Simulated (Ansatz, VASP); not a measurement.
**One calculation of F, two programs**

```
F
1.0
     2.94289   -1.72634    0.31057
     2.94289    1.72634    0.31057
    -0.81559    0.00000    6.50155
F
4
Direct
  0.91386 0.58555 0.09393
  0.41445 0.08614 0.40607
  0.08614 0.41445 0.90607
  0.58555 0.91386 0.59393
```

Change from the starting cell: volume 16.734 Å^3 an atom, stretch along a over the lengths across it, relative to the relaxed cell 1.0835.

Alike in both runs: task single point; functional PBE; dispersion D3(BJ); k mesh 8 × 8 × 4; occupations gaussian, width 0.05 eV; no spin polarisation.

|  | VASP | Ansatz |
| --- | --- | --- |
| version | VASP 6.6.1 | Ansatz 0.2.0 |
| potentials or method | VASP PAW PBE potentials, release 64 (F), cutoff 520 eV | scalar-relativistic, plane waves, PAW |
| valence electrons in the cell | 28 | 28 |

|  | VASP | Ansatz | Ansatz less VASP |
| --- | --- | --- | --- |
| gap on the k mesh at the Fermi level (eV) | 3.57 | 3.65 | +0.084 |
| least direct gap on the mesh (eV) | 3.57 | 3.65 | +0.084 |
| pressure (GPa) | 5.4 | 4.9 | -0.49 |
| traceless stress, the component that is largest in VASP (GPa) | 8.10 | 6.65 | -1.453 |
| rms of the force components (eV/Å) | 1.458 | 1.185 | -0.2734 |

Atom by atom the forces differ by 0.273 eV/Å (rms over components).
